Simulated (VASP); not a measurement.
# B2SbAs in VASP: further runs

Runs on B2SbAs. Level: PBE. Tasks: single point.

Program: VASP 6.6.1. These are calculated values, not measurements. Logs are shortened: lines on timing, memory, paths and dates and some standing lists are left out, and cuts for length are marked.

### Step 1. The cell of the first run

The cell holds a sheet with vacuum, 4 atoms: a = 3.376 Å, b = 4.231 Å, c = 28.297 Å, α = 90.00°, β = 90.00°, γ = 90.00°.

### Step 2. Single point, PBE

Contents of INCAR:

```
SYSTEM = B2SbAs
ALGO = Normal
DIPOL = 0.5 0.5 0.298
EDIFF = 1E-6
ENCUT = 520
GGA = PE
IDIPOL = 3
ISIF = 2
ISMEAR = 0
LASPH = .True.
LCHARG = .False.
LDIPOL = .True.
LREAL = .False.
LWAVE = .False.
NBANDS = 16
NELM = 100
PREC = Accurate
SIGMA = 0.1
```

Contents of KPOINTS:

```
k-points
0
Gamma
  14 12 1
  0 0 0
```

Contents of POSCAR:

```
B2SbAs
1.0
    3.3758540025      0.0000000000      0.0000000000
    0.0000000000      4.2306638244      0.0000000000
    0.0000000000      0.0000000000     28.2965414800
B Sb As
2 1 1
Direct
    0.0000000000      0.1735483528      0.2804586649
    0.0000000000      0.8756759505      0.3165447220
    0.5000000000      0.5532570876      0.3440918120
    0.5000000000      0.3975186093      0.2519834667
```

Potentials or basis: VASP PAW PBE potentials, release 64 (B, Sb, As).

On the command line:

```
$ cat potpaw_PBE.64/B/POTCAR potpaw_PBE.64/Sb/POTCAR potpaw_PBE.64/As/POTCAR > POTCAR
$ mpirun -np 1 vasp_std > vasp.out
```

OUTCAR:

```text
SYSTEM = B2SbAs
   EDIFF = 1E-6
   ENCUT = 520
   GGA = PE
   ISIF = 2
   ISMEAR = 0
   LASPH = .True.
   LREAL = .False.
   NELM = 100
   PREC = Accurate

 ion  position               nearest neighbor table
   1  0.000  0.174  0.280-   2 1.62   4 2.10   4 2.10   3 2.94   3 2.94
   2  0.000  0.876  0.317-   1 1.62   3 2.31   3 2.31
   3  0.500  0.553  0.344-   2 2.31   2 2.31   4 2.69   1 2.94   1 2.94
   4  0.500  0.398  0.252-   1 2.10   1 2.10   3 2.69

  LATTYP: Found a simple orthorhombic cell.
 ALAT       =     3.3758540025
 B/A-ratio  =     1.2532129118
 C/A-ratio  =     8.3820394659

  Lattice vectors:

 A1 = (   3.3758540025,   0.0000000000,   0.0000000000)
 A2 = (   0.0000000000,   4.2306638244,   0.0000000000)
 A3 = (   0.0000000000,   0.0000000000,  28.2965414800)

Analysis of symmetry for initial positions (statically):
=====================================================================
 Subroutine PRICEL returns:
 Original cell was already a primitive cell.

 Routine SETGRP: Setting up the symmetry group for a
 simple orthorhombic supercell.

 Subroutine GETGRP returns: Found  2 space group operations
 (whereof  2 operations were pure point group operations)
 out of a pool of  8 trial point group operations.

The static configuration has the point symmetry C_1h.

Analysis of symmetry for dynamics (positions and initial velocities):
=====================================================================
 Subroutine PRICEL returns:
 Original cell was already a primitive cell.

 Routine SETGRP: Setting up the symmetry group for a
 simple orthorhombic supercell.

 Subroutine GETGRP returns: Found  2 space group operations
 (whereof  2 operations were pure point group operations)
 out of a pool of  8 trial point group operations.

The dynamic configuration has the point symmetry C_1h.

 Subroutine INISYM returns: Found  2 space group operations
 (whereof  2 operations are pure point group operations),
 and found     1 'primitive' translations

----------------------------------------------------------------------------------------

                                     Primitive cell

  volume of cell :     404.1341

  direct lattice vectors                    reciprocal lattice vectors
     3.375854003  0.000000000  0.000000000     0.296221341  0.000000000  0.000000000
     0.000000000  4.230663824  0.000000000     0.000000000  0.236369525  0.000000000
     0.000000000  0.000000000 28.296541480     0.000000000  0.000000000  0.035340008

  length of vectors
     3.375854003  4.230663824 28.296541480     0.296221341  0.236369525  0.035340008

  position of ions in fractional coordinates (direct lattice)
     0.000000000  0.173548353  0.280458665
     0.000000000  0.875675951  0.316544722
     0.500000000  0.553257088  0.344091812
     0.500000000  0.397518609  0.251983467

  ion indices of the primitive-cell ions
   primitive index   ion index
                 1           1
                 2           2
                 3           3
                 4           4

----------------------------------------------------------------------------------------

 KPOINTS: k-points

Automatic generation of k-mesh.
 Grid dimensions read from file:
 generate k-points for:   14   12    1

 Generating k-lattice:

  Cartesian coordinates                     Fractional coordinates (reciprocal lattice)
     0.021158667  0.000000000  0.000000000     0.071428571  0.000000000  0.000000000
     0.000000000  0.019697460  0.000000000     0.000000000  0.083333333  0.000000000
     0.000000000  0.000000000  0.035340008     0.000000000  0.000000000  1.000000000

  Length of vectors
     0.021158667  0.019697460  0.035340008

  Shift w.r.t. Gamma in fractional coordinates (k-lattice)
     0.000000000  0.000000000  0.000000000

 Subroutine IBZKPT returns following result:
 ===========================================

 Found     56 irreducible k-points:

 Following reciprocal coordinates:
            Coordinates               Weight
  0.000000  0.000000  0.000000      1.000000
  0.071429  0.000000  0.000000      2.000000
  0.142857  0.000000  0.000000      2.000000
  0.214286  0.000000  0.000000      2.000000
  0.285714  0.000000  0.000000      2.000000
  0.357143  0.000000  0.000000      2.000000
[... 16 lines left out ...]
  0.428571  0.166667  0.000000      4.000000
  0.500000  0.166667  0.000000      2.000000
 [... further k-points ...]
   k-points           NKPTS =     56   k-points in BZ     NKDIM =     56   number of bands    NBANDS=     16
   number of dos      NEDOS =    301   number of ions     NIONS =      4
   total plane-waves  NPLWV = 188160
   dimension x,y,z NGX =    28 NGY =   32 NGZ =  210
   dimension x,y,z NGXF=    56 NGYF=   64 NGZF=  420
   ions per type =               2   1   1
   NGX,Y,Z   is equivalent  to a cutoff of  13.79, 12.57, 12.34 a.u.
   NGXF,Y,Z  is equivalent  to a cutoff of  27.58, 25.15, 24.68 a.u.
 SYSTEM =  B2SbAs
[... 75 lines left out ...]
      5      -5.9849      2.00000
      6      -4.7596      2.00000
[... 8 lines left out ...]
     15       2.2645      0.00000
     16       2.4333      0.00000

 k-point     2 :       0.0714    0.0000    0.0000
  band No.  band energies     occupation
      1     -15.7007      2.00000
      2     -12.8148      2.00000
      3      -8.7604      2.00000
      4      -6.2118      2.00000
      5      -5.9398      2.00000
      6      -5.1060      2.00000
[... 8 lines left out ...]
     15       2.2522      0.00000
     16       2.4096      0.00000

 k-point     3 :       0.1429    0.0000    0.0000
  band No.  band energies     occupation
      1     -15.5290      2.00000
      2     -12.6399      2.00000
      3      -8.8384      2.00000
      4      -6.1621      2.00000
      5      -5.9254      2.00000
      6      -5.6216      2.00000
[... 8 lines left out ...]
     15       2.0629      0.00000
     16       2.6128      0.00000

 k-point     4 :       0.2143    0.0000    0.0000
  band No.  band energies     occupation
      1     -15.2481      2.00000
      2     -12.3545      2.00000
      3      -9.1181      2.00000
      4      -6.5804      2.00000
      5      -5.9238      2.00000
      6      -5.4581      2.00000
[... 8 lines left out ...]
     15       2.3736      0.00000
     16       2.4649      0.00000

 k-point     5 :       0.2857    0.0000    0.0000
  band No.  band energies     occupation
      1     -14.8695      2.00000
      2     -11.9737      2.00000
      3      -9.6992      2.00000
      4      -6.8120      2.00000
      5      -6.2808      2.00000
      6      -5.1678      2.00000
[... 8 lines left out ...]
     15       2.7271      0.00000
     16       2.8002      0.00000

 k-point     6 :       0.3571    0.0000    0.0000
  band No.  band energies     occupation
      1     -14.4214      2.00000
      2     -11.5481      2.00000
      3     -10.4128      2.00000
      4      -7.1810      2.00000
      5      -6.7048      2.00000
      6      -4.9039      2.00000
[... 8 lines left out ...]
     15       3.1184      0.00000
     16       3.3481      0.00000
[... 267 lines left out ...]
 k-point    21 :       0.2857    0.1667    0.0000
  band No.  band energies     occupation
      1     -14.7511      2.00000
      2     -11.9658      2.00000
      3      -9.6952      2.00000
      4      -7.4314      2.00000
      5      -6.0112      2.00000
      6      -5.5644      2.00000
[... 8 lines left out ...]
     15       2.8936      0.00000
     16       3.0885      0.00000

 k-point    22 :       0.3571    0.1667    0.0000
  band No.  band energies     occupation
      1     -14.3095      2.00000
      2     -11.5295      2.00000
      3     -10.3040      2.00000
      4      -7.6569      2.00000
      5      -6.7068      2.00000
      6      -5.1597      2.00000
[... 8 lines left out ...]
     15       3.2158      0.00000
     16       3.5479      0.00000

 k-point    23 :       0.4286    0.1667    0.0000
  band No.  band energies     occupation
      1     -13.8824      2.00000
      2     -11.2756      2.00000
      3     -10.7233      2.00000
      4      -8.1351      2.00000
      5      -6.8014      2.00000
      6      -5.0903      2.00000
[... 8 lines left out ...]
     15       3.5153      0.00000
     16       4.1728      0.00000

 k-point    24 :       0.5000    0.1667    0.0000
  band No.  band energies     occupation
      1     -13.6774      2.00000
      2     -11.4028      2.00000
      3     -10.6503      2.00000
      4      -8.4257      2.00000
      5      -6.7194      2.00000
      6      -5.2572      2.00000
[... 8 lines left out ...]
     15       3.8901      0.00000
     16       4.3277      0.00000

 [... further k-points ...]

------------------------ aborting loop because EDIFF is reached ----------------------------------------

 vacuum level on the upper side and lower side of the slab       (xc-potential included)        -0.349         0.335

  FORCE on cell =-STRESS in cart. coord.  units (eV):
  Direction    XX          YY          ZZ          XY          YZ          ZX
  --------------------------------------------------------------------------------------
  -------------------------------------------------------------------------------------
  Total        0.1602901      0.0931182      0.1255147      0.0000000     -0.0644041      0.0000000
  in kB        0.6354653      0.3691643      0.4975993      0.0000000     -0.2553281      0.0000000
  external PRESSURE =       0.5007430 kB  Pullay stress =       0.0000000 kB

 VOLUME and BASIS-vectors are now :
 -----------------------------------------------------------------------------
  energy-cutoff  :      520.00
  volume of cell :      404.13
      direct lattice vectors                 reciprocal lattice vectors
     3.375854003  0.000000000  0.000000000     0.296221341  0.000000000  0.000000000
     0.000000000  4.230663824  0.000000000     0.000000000  0.236369525  0.000000000
     0.000000000  0.000000000 28.296541480     0.000000000  0.000000000  0.035340008

 POSITION                                       TOTAL-FORCE (eV/Angst)
 -----------------------------------------------------------------------------------
      0.00000      0.73422      7.93601         0.000000     -0.028466      0.028636
      0.00000      3.70469      8.95712         0.000000      0.046066     -0.025744
      1.68793      2.34064      9.73661         0.000000     -0.049385      0.061288
      1.68793      1.68177      7.13026         0.000000      0.031785     -0.064181
 -----------------------------------------------------------------------------------
    total drift:                               -0.000000      0.000093      0.000132

  FREE ENERGIE OF THE ION-ELECTRON SYSTEM (eV)
  ---------------------------------------------------
  free  energy   TOTEN  =       -19.1491116625 eV

  energy  without entropy=      -19.1431085745  energy(sigma->0) =      -19.14611012

 vacuum level on the upper side and lower side of the slab         1.332         2.030
```

Wall time 4.3 min (1 thread of Intel Xeon 6975P-C (Granite Rapids), shared host); peak memory 0.76 GiB.

Results:

```yaml
Free_energy: -19.1491 eV
Largest_force: 0.079 eV/Å
Band_gap_on_the_k_mesh: zero (band 8 reaches -1.86 eV, above the bottom of band 9 at -3.47 eV)
```

Forces in eV/Å, atoms in the order of the input:
```
B    0.000 -0.028  0.029
B    0.000  0.046 -0.026
Sb   0.000 -0.049  0.061
As   0.000  0.032 -0.064
```

Caveat: spin-orbit coupling is left out, which moves the levels of the heavy elements.

### Step 3. Single point, PBE

This run uses another cell than the first one, of 100.64 Å³/atom, 0.996 times its volume.

Contents of INCAR:

```
  PREC = Accurate
  ENCUT = 520
  EDIFF = 1E-7
  ISMEAR = 0
  SIGMA = 0.1
  LREAL = F
  LASPH = T
  NELM = 100
  ALGO = Normal
  ISIF = 2
  LWAVE = F
  LCHARG = F
  LDIPOL = T
  IDIPOL = 3
  DIPOL = 0.5 0.5 0.298
  GGA = PE
  NBANDS = 16
```

Contents of KPOINTS:

```
regular mesh
0
Gamma
  14 12 1
```

Contents of POSCAR:

```
B2SbAs
1.0
    3.3648941866      0.0000000000      0.0000000000
    0.0000000000      4.2280622183      0.0000000000
    0.0000000000      0.0000000000     28.2965414800
B Sb As
2 1 1
Direct
    0.0000000000      0.1750127185      0.2805870257
    0.0000000000      0.8773141496      0.3166867093
    0.5000000000      0.5501444641      0.3440097366
    0.5000000000      0.3975286679      0.2517951940
```

Potentials or basis: VASP PAW PBE potentials, release 64 (B, Sb, As).

On the command line:

```
$ cat potpaw_PBE.64/B/POTCAR potpaw_PBE.64/Sb/POTCAR potpaw_PBE.64/As/POTCAR > POTCAR
$ mpirun -np 1 vasp_std > vasp.out
```

It took 4.6 min on 1 thread of Intel Xeon 6975P-C (Granite Rapids), shared host; peak memory 0.73 GiB.

Results (log left out):

```
Free energy            : -19.1487 eV
Largest force          : 0.070 eV/Å
Band gap on the k mesh : zero (band 8 reaches -1.83 eV, above the bottom of band 9 at -3.47 eV)
```

Forces in eV/Å, atoms in the order of the input:
```
B    0.000 -0.055  0.024
B    0.000  0.014 -0.009
Sb   0.000 -0.001  0.040
As   0.000  0.042 -0.055
```

Levels at points of the mesh, in eV from the Fermi level:
```
           k point  band 4  band 5  band 6  band 7  band 8  band 9  band 10  band 11  band 12  band 13
(0.00, 0.00, 0.00)   -3.60   -3.30   -2.04   -0.78    0.18    1.12     1.36     2.78     3.80     4.34
(0.50, 0.00, 0.00)   -5.57   -3.80   -2.09   -1.18   -0.65   -0.21     1.63     3.07     3.18     4.18
(0.00, 0.50, 0.00)   -4.31   -2.78   -1.31   -0.92    0.38    0.83     2.18     4.04     4.33     4.97
(0.50, 0.50, 0.00)   -7.02   -4.07   -3.98   -1.67   -1.19   -0.79     2.85     2.94     4.45     4.72
```

Caveat: spin-orbit coupling is left out, which moves the levels of the heavy elements.

### Step 4. Single point, PBE

This run uses another cell than the first one, of 53.07 Å³/atom, 0.525 times its volume.

Contents of INCAR:

```
PREC     = Accurate       # precision mode
ENCUT    = 520            # plane-wave cutoff, eV
EDIFF    = 1E-7           # SCF threshold, eV
ISMEAR   = 0              # smearing method
SIGMA    = 0.1            # smearing width, eV
LREAL    = F              # projectors in reciprocal space
LASPH    = T              # aspherical terms in the spheres
NELM     = 100            # most SCF steps
ALGO     = Normal         # electronic algorithm
ISIF     = 2              # what is computed and relaxed
LWAVE    = F              # write WAVECAR
LCHARG   = F              # write CHGCAR
LDIPOL   = T            
IDIPOL   = 3            
DIPOL    = 0.5 0.5 0.496
GGA      = PE             # functional
NBANDS   = 16             # bands
```

Contents of KPOINTS:

```
Automatic mesh
0
Gamma
  6 4 1
```

Contents of POSCAR:

```
B2SbAs
1.0
    3.0711163100      0.0000000000      0.0000000000
    0.0000000000      4.0659185100      0.0000000000
    0.0000000000      0.0000000000     17.0000000000
B Sb As
2 1 1
Direct
    0.0000000000      0.0636713100      0.4400009300
    0.0000000000      0.9363286900      0.5458814200
    0.5000000000      0.5925777400      0.5661256100
    0.5000000000      0.4074222600      0.4338743900
```

On the command line:

```
$ cat potpaw_PBE.64/B/POTCAR potpaw_PBE.64/Sb/POTCAR potpaw_PBE.64/As/POTCAR > POTCAR
$ mpirun -np 1 vasp_std > vasp.out
```

Run time: 26 s. Hardware: 1 thread of Intel Xeon 6975P-C (Granite Rapids), shared host; peak memory 0.3 GiB.

It converged, with:

| Property | Result |
| --- | --- |
| Free energy | -16.3016 eV |
| Largest force | 4.869 eV/Å |
| Band gap on the k mesh | zero (band 8 reaches -0.31 eV, above the bottom of band 9 at -1.70 eV) |

Forces in eV/Å, atoms in the order of the input:
```
B    0.000  0.196  2.974
B    0.000  2.673 -2.979
Sb   0.000 -1.914  4.477
As   0.000 -0.955 -4.473
```

Levels at points of the mesh, in eV from the Fermi level:
```csv
k point,band 4,band 5,band 6,band 7,band 8,band 9,band 10,band 11,band 12,band 13
"(0.00, 0.00, 0.00)",-4.64,-3.80,-0.83,-0.76,-0.41,1.67,1.85,2.62,4.14,4.92
"(0.50, 0.00, 0.00)",-6.33,-2.38,-2.32,-0.87,-0.60,-0.30,0.96,3.85,4.24,4.52
"(0.00, 0.50, 0.00)",-6.12,-2.26,-1.46,0.26,1.08,1.86,2.19,4.84,5.21,6.16
"(0.50, 0.50, 0.00)",-7.46,-3.81,-3.43,-3.13,-1.92,-0.11,0.96,4.58,4.92,7.20
```

Caveat: the k points lie up to 0.39 Å⁻¹ apart; spin-orbit coupling is left out, which moves the levels of the heavy elements.

### Step 5. Single point, PBE

This run uses another cell than the first one, of 100.64 Å³/atom, 0.996 times its volume.

Contents of INCAR:

```
PREC     = Accurate       # precision mode
ENCUT    = 520            # plane-wave cutoff, eV
EDIFF    = 1E-6           # SCF threshold, eV
ISMEAR   = 0              # smearing method
SIGMA    = 0.1            # smearing width, eV
LREAL    = False          # projectors in reciprocal space
LASPH    = True           # aspherical terms in the spheres
NELM     = 120            # most SCF steps
ALGO     = Normal         # electronic algorithm
ISIF     = 2              # what is computed and relaxed
LWAVE    = False          # write WAVECAR
LCHARG   = False          # write CHGCAR
LDIPOL   = True         
IDIPOL   = 3            
DIPOL    = 0.5 0.5 0.298
GGA      = PE             # functional
NBANDS   = 26             # bands
GGA_COMPAT= False        
NELMDL   = -8
```

Contents of KPOINTS:

```
regular mesh
0
Gamma
  14 12 1
```

Contents of POSCAR:

```
B2SbAs
1.0
    3.3648941866      0.0000000000      0.0000000000
    0.0000000000      4.2280622183      0.0000000000
    0.0000000000      0.0000000000     28.2965414800
B Sb As
2 1 1
Direct
    0.0000000000      0.1750127185      0.2805870257
    0.0000000000      0.8773141496      0.3166867093
    0.5000000000      0.5501444641      0.3440097366
    0.5000000000      0.3975286679      0.2517951940
```

Potentials or basis: VASP PAW PBE potentials, release 64 (B, Sb_d_GW, As_d).

On the command line:

```
$ cat potpaw_PBE.64/B/POTCAR potpaw_PBE.64/Sb_d_GW/POTCAR potpaw_PBE.64/As_d/POTCAR > POTCAR
$ mpirun -np 1 vasp_std > vasp.out
```

Wall time 8.7 min (1 thread of Intel Xeon 6975P-C (Granite Rapids), shared host); peak memory 0.99 GiB.

It converged, with:

```yaml
Free_energy: -19.1995 eV
Largest_force: 0.049 eV/Å
Band_gap_on_the_k_mesh: zero (band 18 reaches -2.06 eV, above the bottom of band 19 at -3.71 eV)
```

Forces on the atoms (eV/Å):
```
B    0.000 -0.010 -0.021
B    0.000 -0.041  0.024
Sb   0.000  0.048 -0.012
As   0.000  0.002  0.009
```

Levels at points of the mesh, in eV from the Fermi level:
| k point | band 16 | band 17 | band 18 | band 19 | band 20 | band 21 |
| --- | --- | --- | --- | --- | --- | --- |
| (0.00, 0.00, 0.00) | -2.03 | -0.79 | 0.17 | 1.11 | 1.35 | 2.80 |
| (0.50, 0.00, 0.00) | -2.11 | -1.19 | -0.65 | -0.20 | 1.63 | 3.06 |
| (0.00, 0.50, 0.00) | -1.31 | -0.93 | 0.39 | 0.83 | 2.19 | 4.04 |
| (0.50, 0.50, 0.00) | -3.98 | -1.69 | -1.19 | -0.81 | 2.84 | 2.93 |

Caveat: spin-orbit coupling is left out, which moves the levels of the heavy elements.

### Step 6. The runs side by side

| potentials or basis | cell | k mesh | second run | gap on the mesh (eV) | largest force (eV/Å) |
| --- | --- | --- | --- | --- | --- |
| VASP PAW PBE potentials, release 64 (B, Sb, As) | a = 3.376, b = 4.231, c = 28.297 Å, 4 atoms | 14 × 12 × 1 | - | none | 0.08 |
| VASP PAW PBE potentials, release 64 (B, Sb, As) | a = 3.365, b = 4.228, c = 28.297 Å, 4 atoms | 14 × 12 × 1 | - | none | 0.07 |
| VASP PAW PBE potentials, release 64 (B, Sb, As) | a = 3.071, b = 4.066, c = 17.000 Å, 4 atoms | 6 × 4 × 1 | - | none | 4.87 |
| VASP PAW PBE potentials, release 64 (B, Sb_d_GW, As_d) | a = 3.365, b = 4.228, c = 28.297 Å, 4 atoms | 14 × 12 × 1 | valence_matched | none | 0.05 |

Alike in all rows: task single point; level PBE; no spin polarisation; cutoff (eV) 520; smearing gaussian 0.1 eV.

Caveats: some runs use coarse meshes; spin-orbit coupling is left out, which moves the levels of the heavy elements.

Total energies depend on the potentials used, so only differences within one code and one set of settings carry meaning.
